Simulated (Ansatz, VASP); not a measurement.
## BaO: VASP beside Ansatz

```xyz
2
Lattice="0.0000 2.7034 2.7034 2.7034 0.0000 2.7034 2.7034 2.7034 0.0000" Properties=species:S:1:pos:R:3 pbc="T T T"
Ba    0.0000    0.0000    0.0000
O     2.7034    2.7034    2.7034
```

Change from the starting cell: volume scaled by 0.95.

Alike in both runs: task single point; functional PBE; k mesh 9 × 9 × 9; occupations fermi-dirac, width 0.02 eV; no spin polarisation.

|  | VASP | Ansatz |
| --- | --- | --- |
| version | VASP 6.6.1 | Ansatz 0.2.0 |
| potentials or method | VASP PAW PBE potentials, release 64 (Ba_sv, O), cutoff 600 eV | all-electron LAPW, scalar-relativistic |

|  | VASP | Ansatz | Ansatz less VASP |
| --- | --- | --- | --- |
| gap on the k mesh at the Fermi level (eV) | 1.79 | 1.86 | +0.073 |
| pressure (GPa) | 10.0 | 7.8 | -2.20 |

Ansatz ran all-electron here, and VASP with PAW potentials.

Neither program's run includes spin-orbit coupling.
